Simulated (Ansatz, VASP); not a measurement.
## W: VASP beside Ansatz

Contents of INCAR:

```
PREC     = Accurate       # precision mode
ENCUT    = 520            # plane-wave cutoff, eV
EDIFF    = 1E-6           # SCF threshold, eV
ISMEAR   = -1             # smearing method
SIGMA    = 0.1            # smearing width, eV
LREAL    = F              # projectors in reciprocal space
LASPH    = T              # aspherical terms in the spheres
NELM     = 60             # most SCF steps
ALGO     = Normal         # electronic algorithm
ISIF     = 2              # what is computed and relaxed
LWAVE    = F              # write WAVECAR
LCHARG   = F              # write CHGCAR
GGA      = PE             # functional
NBANDS   = 13             # bands
```

Contents of KPOINTS:

```
Automatic mesh
0
Gamma
  19 19 19
```

POSCAR

```
W
1.0
    2.6376587952      0.0000000000      0.0000000000
    0.0000000000      2.6376587952      0.0000000000
    0.0000000000      0.0000000000      2.6376587952
W
1
Direct
    0.0000000000      0.0000000000      0.0000000000
```

Input for Ansatz:

```yaml
crystal:
  lattice:
    - [2.6376587952, 0.0, 0.0]
    - [0.0, 2.6376587952, 0.0]
    - [0.0, 0.0, 2.6376587952]
  atoms:
    - { symbol: W, position: [0.0, 0.0, 0.0] }
hamiltonian:
  xc: pbe
  pseudopotentials:
    kind: paw
    azcp:
      W: "pseudopotentials/W.paw.azcp"
basis:
  ecutwfc: 420
  fft_grid_basis: typed
kpoints:
  mp_grid: { grid: [19, 19, 19], shift: [0, 0, 0] }
magnetization:
  spin_polarized: false
scf:
  occupations: { method: fermi_dirac, width: 0.1 }
output:
  stress: true
```

Alike in both runs: task single point; functional PBE; k mesh 19 × 19 × 19; occupations fermi-dirac, width 0.1 eV; no spin polarisation.

|  | VASP | Ansatz |
| --- | --- | --- |
| version | VASP 6.6.1 | Ansatz 0.2.0 |
| potentials or method | VASP PAW PBE potentials, release 64 (W_sv), cutoff 520 eV | plane waves (420 eV) with PAW, scalar-relativistic |
| valence electrons in the cell | 14 | 14 |

|  | VASP | Ansatz | Ansatz less VASP |
| --- | --- | --- | --- |
| pressure (GPa) | 1.1 | 0.6 | -0.55 |

Neither program's run includes spin-orbit coupling.
